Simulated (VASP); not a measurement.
# CoPtO2 (R-3m) in VASP: single point with PBE+U

Aim: the single point of CoPtO2 with PBE+U.

Program: VASP 6.6.1. These are calculated values, not measurements. Logs are shortened: lines on timing, memory, paths and dates and some standing lists are left out, and cuts for length are marked.

**1. The cell of the first run**

Symmetry: R-3m, No. 166, trigonal system. Conventional cell: a = 2.966 Å, b = 2.966 Å, c = 18.152 Å, α = 90.00°, β = 90.00°, γ = 120.00°. Pt (site symmetry -3m) has 2 O at 1.97 Å within 2.6 Å. Co (site symmetry -3m) has 6 O at 2.01 Å within 2.7 Å. O (site symmetry 3m) has 1 Pt at 1.97 Å and 3 Co at 2.01 Å within 2.6 Å.

**2. Single point, PBE+U, collinear spin, ferrimagnetic start**

INCAR reads:

```
PREC = Accurate
ENCUT = 520
EDIFF = 1E-7
ISMEAR = 0
SIGMA = 0.05
LREAL = False
LASPH = True
NELM = 150
ALGO = Normal
ISIF = 2
LWAVE = False
LCHARG = False
ISPIN = 2
MAGMOM = 2 -3 0 0
LORBIT = 11
LMAXMIX = 4
LDAU = True
LDAUTYPE = 2
LDAUL = -1 2 -1
LDAUU = 0 3.3 0
LDAUJ = 0 0 0
LDAUPRINT = 1
GGA = PE
NBANDS = 28
```

KPOINTS reads:

```
regular mesh
0
Gamma
  12 12 12
```

POSCAR reads:

```
CoPtO2
1.0
    1.4828611286      0.8561302717      6.0505076365
   -1.4828611286      0.8561302717      6.0505076365
    0.0000000000     -1.7122605435      6.0505076365
Pt Co O
1 1 2
Direct
    0.0000000000      0.0000000000      0.0000000000
    0.5000000000      0.5000000000      0.5000000000
    0.1085295969      0.1085295969      0.1085295969
    0.8914704031      0.8914704031      0.8914704031
```

Potentials or basis: VASP PAW PBE potentials, release 64 (Pt, Co, O).

Started as:

```
> cat potpaw_PBE.64/Pt/POTCAR potpaw_PBE.64/Co/POTCAR potpaw_PBE.64/O/POTCAR > POTCAR
> mpirun -np 1 vasp_std > vasp.out
```

OUTCAR:

```text
PREC = Accurate
   ENCUT = 520
   EDIFF = 1E-7
   ISMEAR = 0
   LREAL = False
   LASPH = True
   NELM = 150
   ISIF = 2
   ISPIN = 2
   LORBIT = 11
   GGA = PE

 ion  position               nearest neighbor table
   1  0.000  0.000  0.000-   3 1.97   4 1.97
   2  0.500  0.500  0.500-   3 2.01   4 2.01   3 2.01   3 2.01   4 2.01   4 2.01
   3  0.109  0.109  0.109-   1 1.97   2 2.01   2 2.01   2 2.01
   4  0.891  0.891  0.891-   1 1.97   2 2.01   2 2.01   2 2.01

  LATTYP: Found a trigonal (rhomboedric) cell.
 ALAT       =     6.2881220430
 COS(alpha) =     0.8887784270

  Lattice vectors:

 A1 = (   1.4828611286,   0.8561302717,   6.0505076365)
 A2 = (  -1.4828611286,   0.8561302717,   6.0505076365)
 A3 = (   0.0000000000,  -1.7122605435,   6.0505076365)

Analysis of symmetry for initial positions (statically):
=====================================================================
 Subroutine PRICEL returns:
 Original cell was already a primitive cell.

 Routine SETGRP: Setting up the symmetry group for a
 trigonal (rhombohedral) supercell.

 Subroutine GETGRP returns: Found 12 space group operations
 (whereof 12 operations were pure point group operations)
 out of a pool of 12 trial point group operations.

The static configuration has the point symmetry D_3d.

Analysis of symmetry for dynamics (positions and initial velocities):
=====================================================================
 Subroutine PRICEL returns:
 Original cell was already a primitive cell.

 Routine SETGRP: Setting up the symmetry group for a
 trigonal (rhombohedral) supercell.

 Subroutine GETGRP returns: Found 12 space group operations
 (whereof 12 operations were pure point group operations)
 out of a pool of 12 trial point group operations.

The dynamic configuration has the point symmetry D_3d.

Analysis of structural, dynamic, and magnetic symmetry:
=====================================================================
 Subroutine PRICEL returns:
 Original cell was already a primitive cell.

 Routine SETGRP: Setting up the symmetry group for a
 trigonal (rhombohedral) supercell.

 Subroutine GETGRP returns: Found 12 space group operations
 (whereof 12 operations were pure point group operations)
 out of a pool of 12 trial point group operations.

The overall configuration has the point symmetry D_3d.

 Subroutine INISYM returns: Found 12 space group operations
 (whereof 12 operations are pure point group operations),
 and found     1 'primitive' translations

----------------------------------------------------------------------------------------

                                     Primitive cell

  volume of cell :      46.0875

  direct lattice vectors                    reciprocal lattice vectors
     1.482861129  0.856130272  6.050507636     0.337185992  0.194674423  0.055091796
    -1.482861129  0.856130272  6.050507636    -0.337185992  0.194674423  0.055091796
     0.000000000 -1.712260544  6.050507636     0.000000000 -0.389348846  0.055091796

  length of vectors
     6.288122043  6.288122043  6.288122043     0.393227199  0.393227199  0.393227199

  position of ions in fractional coordinates (direct lattice)
     0.000000000  0.000000000  0.000000000
     0.500000000  0.500000000  0.500000000
     0.108529597  0.108529597  0.108529597
[... 82 lines left out ...]
   EDIFFG = 0.1E-05   stopping-criterion for IOM
   NSW    =      0    number of steps for IOM
   IBRION =     -1    ionic relax: 0-MD 1-quasi-New 2-CG
   NFREE  =      0    steps in history (QN), initial steepest desc. (CG)
   ISIF   =      2    stress and relaxation
   ISYM   =      2    0-nonsym 1-usesym 2-fastsym
   POTIM  = 0.5000    time-step for ionic-motion
   TEBEG  =    0.0;   TEEND  =   0.0 temperature during run
   PSTRESS=    0.0 pullay stress
   NELECT =      31.0000    total number of electrons
   NUPDOWN=      -1.0000    fix difference up-down
   EMIN   =  10.00;   EMAX   =-10.00  energy-range for DOS
   EFERMI =   0.00;   METHOD = LEGACY
   ISMEAR =     0;   SIGMA  =   0.05  broadening in eV -4-tet -1-fermi 0-gaus
   EFERMI_NEDOS =   21; number of points for ismear=-14 and -15
   IALGO  =     38    algorithm
   IMIX   =      4    mixing-type and parameters
     AMIX     =   0.40;   BMIX     =  1.00
     AMIX_MAG =   1.60;   BMIX_MAG =  1.00
  volume/ion in A,a.u.               =      11.52        77.75
  Fermi-wavevector in a.u.,A,eV,Ry     =   1.434391  2.710606 27.993687  2.057478
  Thomas-Fermi vector in A             =   2.553805
   LORBIT       =     11    0 simple, 1 ext, 2 COOP (PROOUT), +10 PAW based schemes
 LDA+U is selected, type is set to LDAUTYPE =  2
   angular momentum for each species LDAUL =    -1    2   -1
   U (eV)           for each species LDAUU =   0.0  3.3  0.0
   J (eV)           for each species LDAUJ =   0.0  0.0  0.0
   GGA     = PE    functional components
   LHFCALC =     F    Hartree Fock is set to
   AEXX    =    0.0000 exact exchange contribution
   IVDW    =     0    specifies the selected vdW correction
   LEPSILON=     F    determine dielectric tensor
   LRPA    =     F    only Hartree local field effects (RPA)
 spin polarized calculation
 Gauss-broadening in eV      SIGMA  =   0.05
  energy-cutoff  :      520.00
  volume of cell :       46.09
 maximum number of plane-waves:      1277
   NGX = 23   NGY = 23   NGZ = 23

atom =   2  type =  2  l = 2

 onsite density matrix

spin component  1

  0.3731  0.0000 -0.0000 -0.1041  0.0000
  0.0000  0.2005 -0.0000  0.0000 -0.1041
 -0.0000 -0.0000  0.9592  0.0000 -0.0000
 -0.1041  0.0000  0.0000  0.2005 -0.0000
  0.0000 -0.1041 -0.0000 -0.0000  0.3731

spin component  2

  0.9909 -0.0000  0.0000 -0.0197  0.0000
 -0.0000  1.0024 -0.0000 -0.0000 -0.0197
  0.0000 -0.0000  0.9707 -0.0000 -0.0000
 -0.0197 -0.0000 -0.0000  1.0024  0.0000
  0.0000 -0.0197 -0.0000  0.0000  0.9909

 occupancies and eigenvectors

  o =  0.1516  v =  0.0000  0.9050  0.0000 -0.0000  0.4254  0.0000  0.0000  0.0000  0.0000  0.0000      0.0000  0.0000  0.0000  0.0000  0.0000  0.0000  0.0000  0.0000  0.0000  0.0000
  o =  0.1516  v = -0.4254  0.0000 -0.0000 -0.9050  0.0000  0.0000  0.0000  0.0000  0.0000  0.0000      0.0000  0.0000  0.0000  0.0000  0.0000  0.0000  0.0000  0.0000  0.0000  0.0000
  o =  0.4221  v =  0.0000 -0.4254  0.0000  0.0000  0.9050  0.0000  0.0000  0.0000  0.0000  0.0000      0.0000  0.0000  0.0000  0.0000  0.0000  0.0000  0.0000  0.0000  0.0000  0.0000
  o =  0.4221  v = -0.9050  0.0000  0.0000  0.4254 -0.0000  0.0000  0.0000  0.0000  0.0000  0.0000      0.0000  0.0000  0.0000  0.0000  0.0000  0.0000  0.0000  0.0000  0.0000  0.0000
  o =  0.9592  v =  0.0000  0.0000  1.0000 -0.0000 -0.0000  0.0000  0.0000  0.0000  0.0000  0.0000      0.0000  0.0000  0.0000  0.0000  0.0000  0.0000  0.0000  0.0000  0.0000  0.0000
  o =  0.9707  v =  0.0000  0.0000  0.0000  0.0000  0.0000  0.0000  0.0000  1.0000  0.0000  0.0000      0.0000  0.0000  0.0000  0.0000  0.0000  0.0000  0.0000  0.0000  0.0000  0.0000
  o =  0.9761  v =  0.0000  0.0000  0.0000  0.0000  0.0000  0.0000  0.6000 -0.0000  0.0000  0.8000      0.0000  0.0000  0.0000  0.0000  0.0000  0.0000  0.0000  0.0000  0.0000  0.0000
  o =  0.9761  v =  0.0000  0.0000  0.0000  0.0000  0.0000 -0.8000  0.0000  0.0000 -0.6000  0.0000      0.0000  0.0000  0.0000  0.0000  0.0000  0.0000  0.0000  0.0000  0.0000  0.0000
  o =  1.0172  v =  0.0000  0.0000  0.0000  0.0000  0.0000  0.0000 -0.8000 -0.0000  0.0000  0.6000      0.0000  0.0000  0.0000  0.0000  0.0000  0.0000  0.0000  0.0000  0.0000  0.0000
  o =  1.0172  v =  0.0000  0.0000  0.0000  0.0000  0.0000  0.6000  0.0000  0.0000 -0.8000  0.0000      0.0000  0.0000  0.0000  0.0000  0.0000  0.0000  0.0000  0.0000  0.0000  0.0000

 number of electron      30.9999998 magnetization      -3.2884205

 Free energy of the ion-electron system (eV)
  ---------------------------------------------------
  ext. energy  EPLUGINS =         0.00000000
  ---------------------------------------------------
  free energy    TOTEN  =       -23.69308026 eV

  energy without entropy =      -23.68994641  energy(sigma->0) =      -23.69151333

 E-fermi :   7.0263     XC(G=0): -11.9895

 val. band max:        7.0247342745   @ k =  -0.3333   0.0833   0.0833
 cond. band min:       7.0319839384   @ k =  -0.2500   0.2500   0.0833
 fundamental gap:      0.0072496639
 Fermi energy:         7.0263144406

 spin component 1

 k-point     1 :       0.0000    0.0000    0.0000
  band No.  band energies     occupation
      1     -12.8495      1.00000
      2     -11.3466      1.00000
      3      -1.5216      1.00000
      4       0.9192      1.00000
      5       2.1284      1.00000
      6       2.1284      1.00000
[... 1433 lines left out ...]
     26      21.4286      0.00000
     27      23.5605      0.00000

 [... further k-points ...]

 [bands above 27 left out]

------------------------ aborting loop because EDIFF is reached ----------------------------------------

  FORCE on cell =-STRESS in cart. coord.  units (eV):
  Direction    XX          YY          ZZ          XY          YZ          ZX
  --------------------------------------------------------------------------------------
  -------------------------------------------------------------------------------------
  Total       -0.9117031     -0.9117031      2.3118298      0.0000000     -0.0000000      0.0000000
  in kB      -31.6942588    -31.6942588     80.3679796      0.0000000     -0.0000000      0.0000000
  external PRESSURE =       5.6598206 kB  Pullay stress =       0.0000000 kB

 VOLUME and BASIS-vectors are now :
 -----------------------------------------------------------------------------
  energy-cutoff  :      520.00
  volume of cell :       46.09
      direct lattice vectors                 reciprocal lattice vectors
     1.482861129  0.856130272  6.050507636     0.337185992  0.194674423  0.055091796
    -1.482861129  0.856130272  6.050507636    -0.337185992  0.194674423  0.055091796
     0.000000000 -1.712260544  6.050507636     0.000000000 -0.389348846  0.055091796

 POSITION                                       TOTAL-FORCE (eV/Angst)
 -----------------------------------------------------------------------------------
      0.00000      0.00000      0.00000         0.000000      0.000000      0.000000
      0.00000     -0.00000      9.07576        -0.000000      0.000000      0.000000
      0.00000     -0.00000      1.96998         0.000000     -0.000000      0.286630
      0.00000     -0.00000     16.18155         0.000000      0.000000     -0.286630
 -----------------------------------------------------------------------------------
    total drift:                                0.000000     -0.000000     -0.000000

  FREE ENERGIE OF THE ION-ELECTRON SYSTEM (eV)
  ---------------------------------------------------
  free  energy   TOTEN  =       -23.6930802565 eV

  energy  without entropy=      -23.6899464082  energy(sigma->0) =      -23.69151333

 total charge

# of ion       s       p       d       tot
------------------------------------------
    1        0.616   0.518   7.975   9.109
    2        0.367   0.507   7.036   7.910
    3        1.562   3.447   0.000   5.009
    4        1.562   3.447   0.000   5.009
--------------------------------------------------
tot          4.107   7.919  15.011  27.037

 magnetization (x)

# of ion       s       p       d       tot
------------------------------------------
    1        0.004  -0.006   0.070   0.068
    2       -0.014  -0.017  -2.849  -2.880
    3       -0.014  -0.196   0.000  -0.210
    4       -0.014  -0.196   0.000  -0.210
--------------------------------------------------
tot         -0.038  -0.416  -2.779  -3.233
```

Run time: 32 min. Hardware: 1 thread of AMD EPYC 9R45 (Zen 5), shared host; peak memory 0.66 GiB.

Results:

```
Free energy                                           : -23.6931 eV
Pressure                                              : 0.6 GPa
Largest force                                         : 0.287 eV/Å
Net moment                                            : -3.29 μB per cell
Site moments                                          : Pt +0.07; Co -2.88; O -0.21 μB
Valence electrons inside the program's atomic spheres : Pt 9.11; Co 7.91; O 5.01
```

Forces on the atoms (eV/Å):
```
Pt   0.000  0.000  0.000
Co   0.000  0.000  0.000
O    0.000  0.000  0.287
O    0.000  0.000 -0.287
```

Stress tensor (GPa, compression positive):
```
-3.17  0.00  0.00
 0.00 -3.17  0.00
 0.00  0.00  8.04
```

Eigenvalues of the final occupation matrices:
```
    site  spin  trace               eigenvalues
site 2 d     1   2.11  0.15 0.15 0.42 0.42 0.96
site 2 d     2   4.96  0.97 0.98 0.98 1.02 1.02
```

Caveat: the stress differs along the axes, from -3 to 8 GPa; spin-orbit coupling is left out, which moves the levels of the heavy elements; a cell with one magnetic atom can't hold antiferromagnetic order, which such compounds often take. The state reached can hang on the start; a lower one may exist.
